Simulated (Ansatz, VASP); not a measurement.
**CSO in VASP and in Ansatz**

```
O C S
1.0
     7.92641    0.00000    0.00000
     0.00000    7.92641    0.00000
     0.00000    0.00000    7.92641
O C S
6 6 6
Direct
  0.09782 0.45300 0.35066
  0.67740 0.46648 0.30628
  0.51457 0.20828 0.68290
  0.02750 0.82305 0.06535
  0.22209 0.03358 0.38419
  0.80855 0.85783 0.50369
  0.05066 0.40504 0.48174
  0.57796 0.56449 0.25891
  0.44880 0.22443 0.81386
  0.94997 0.94719 0.08360
  0.21924 0.94681 0.50339
  0.74489 0.80008 0.62334
  0.98764 0.34190 0.65817
  0.44411 0.69535 0.19601
  0.35979 0.24643 0.98880
  0.84632 0.11324 0.10920
  0.21603 0.83101 0.66313
  0.66070 0.72268 0.78436
```

Alike in both runs: functional PBE; k mesh 1 × 1 × 1; occupations fermi-dirac, width 0.02 eV; no spin polarisation.

Ansatz relaxed the structure, and its values are those at the end. VASP's run is a single point on that final structure, the one shown.

```csv
,VASP,Ansatz
version,VASP 6.6.1,Ansatz 0.2.0
potentials or method,"VASP PAW PBE potentials, release 64 (O, C, S), cutoff 520 eV","scalar-relativistic, plane waves, PAW"
valence electrons in the cell,96,96
```

|  | VASP | Ansatz | Ansatz less VASP |
| --- | --- | --- | --- |
| rms of the force components (eV/Å) | 0.408 | 0.008 | -0.4001 |

One of these differences is far larger than is usual between the two programs; its cause wasn't traced.

Noted on VASP's run: the standard files for N, O and F lose accuracy on very short bonds.
